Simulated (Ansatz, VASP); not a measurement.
# B: VASP beside Ansatz

```
B
1.0
     1.62444    0.00000    0.00000
     0.00000    2.86611    0.00000
     0.00000    0.00000    3.91789
B
2
Direct
  0.00000 0.00000 0.60924
  0.50000 0.50000 0.39076
```

Alike in both runs: functional PBE; k mesh 34 × 20 × 14; occupations gaussian, width 0.1 eV; no spin polarisation.

Ansatz relaxed the structure, and its values are those at the end. VASP's run is a single point on that final structure, the one shown.

|  | VASP | Ansatz |
| --- | --- | --- |
| version | VASP 6.6.1 | Ansatz 0.2.0 |
| potentials or method | VASP PAW PBE potentials, release 64 (B), cutoff 520 eV | scalar-relativistic, plane waves, PAW |
| valence electrons in the cell | 6 | 6 |

|  | VASP | Ansatz | Ansatz less VASP |
| --- | --- | --- | --- |
| gap on the k mesh at the Fermi level (eV) | none | none | - |
| pressure (GPa) | 0.0 | 0.0 | +0.02 |

A gap of «none» marks a metal or a gap that the smearing closes.
